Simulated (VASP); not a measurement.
Input of a VASP 6.6.1 run:

INCAR

```
ALGO = Normal
EDIFF = 1E-7
EDIFFG = -0.04
ENCUT = 600
GGA = PE
IBRION = 2
ISIF = 3
ISMEAR = 0
LASPH = True
LCHARG = False
LREAL = False
LWAVE = False
NELM = 80
NSW = 90
PREC = Accurate
SIGMA = 0.1
```

Contents of KPOINTS:

```
k-points
0
Gamma
  3 3 4
```

POSCAR

```
ScBSbP3
1.0
    6.0509063800      0.0000000000      0.0000000000
   -3.0254531900      5.2402386400      0.0000000000
    0.0000000000      0.0000000000      3.7737384300
Sc B Sb P
1 1 1 3
Direct
    0.0000000000      0.0000000000      0.0000000000
    0.3333333300      0.6666666700      0.0000000000
    0.6666666700      0.3333333300      0.0000000000
    0.0129650000      0.5064825000      0.5000000000
    0.4935175000      0.5064825000      0.5000000000
    0.4935175000      0.9870350000      0.5000000000
```

Potentials or basis: VASP PAW PBE potentials, release 64 (Sc_sv, B, Sb, P).

Command:

```console
$ cat potpaw_PBE.64/Sc_sv/POTCAR potpaw_PBE.64/B/POTCAR potpaw_PBE.64/Sb/POTCAR potpaw_PBE.64/P/POTCAR > POTCAR
$ mpirun -np 1 vasp_std > vasp.out
```

(1) Estimate the relaxed volume.

(2) What does it give for the band gap on the k mesh?

## Answers

(1) 18.17 Å³/atom.

(2) zero (bands 17 and 18 overlap by 0.51 eV).

Caveat: the k points lie up to 0.46 Å⁻¹ apart in the final cell, too coarse for converged energies and pressures of a metal; spin-orbit coupling is left out, which moves the levels of the heavy elements.
